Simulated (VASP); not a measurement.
The system is N.

```
CELL_PARAMETERS angstrom
5.65899 0.00000 0.00000
0.00000 5.65899 0.00000
0.00000 0.00000 5.65899
ATOMIC_POSITIONS crystal
N 0.05619 0.05619 0.05619
N 0.44381 0.94381 0.55619
N 0.55619 0.44381 0.94381
N 0.94381 0.55619 0.44381
N 0.94381 0.94381 0.94381
N 0.55619 0.05619 0.44381
N 0.44381 0.55619 0.05619
N 0.05619 0.44381 0.55619
```

* Program: VASP 6.6.1
* Task: relaxation of cell and atoms
* Functional: PBE
* Potentials or basis: VASP PAW PBE potentials, release 64 (N)
* Cutoff: 600 eV
* k mesh: 4 × 4 × 4
* Occupations: gaussian, width 0.02 eV
* Spin: no spin polarisation

At the start: pressure 2.5 GPa; volume 22.65 Å³/atom.

Problem. Where does the relaxation end?

Solution. Over 14 steps the energy falls by 7.4 meV/atom and the volume is 26.25 Å³/atom (+15.9 %); space group Pa-3 (No. 205, to 0.05 Å).

Step by step:
```
step  energy change (eV)  largest force (eV/Å)  pressure (GPa)  volume (Å³)
   1              0.0000                1.6614            2.47       181.22
   2              5.7389               13.5628          -19.14       190.55
   3             -0.0326                0.4894           -0.31       181.81
   4             -0.0354                0.1257            0.17       181.68
   5             -0.0355                0.0310            0.29       181.65
   6             -0.0355                0.0064            0.32       181.64
   7             -0.0373                0.0104            0.30       182.54
   8             -0.0422                0.0192            0.24       185.27
   9             -0.0500                0.0207            0.16       190.81
  10             -0.0584                0.0389            0.10       202.21
  11             -0.0499                0.4176            0.30       226.36
  12             -0.0587                0.2685            0.30       208.99
  13             -0.0594                0.1121            0.12       209.58
  14             -0.0596                0.0071            0.00       209.97
```

Final structure:
```cif
data_structure
_symmetry_space_group_name_H-M 'P 1'
_symmetry_Int_Tables_number 1
_cell_length_a 5.9437
_cell_length_b 5.9437
_cell_length_c 5.9437
_cell_angle_alpha 90.000
_cell_angle_beta 90.000
_cell_angle_gamma 90.000
_cell_volume 209.97
loop_
_atom_site_label
_atom_site_type_symbol
_atom_site_fract_x
_atom_site_fract_y
_atom_site_fract_z
_atom_site_occupancy
N1 N 0.05404 0.05404 0.05404 1
N2 N 0.44596 0.94596 0.55404 1
N3 N 0.55404 0.44596 0.94596 1
N4 N 0.94596 0.55404 0.44596 1
N5 N 0.94596 0.94596 0.94596 1
N6 N 0.55404 0.05404 0.44596 1
N7 N 0.44596 0.55404 0.05404 1
N8 N 0.05404 0.44596 0.55404 1
```

Caveat: the standard files for N, O and F lose accuracy on very short bonds; the volume moved by over 15 % at a fixed basis, so the end points are rough.
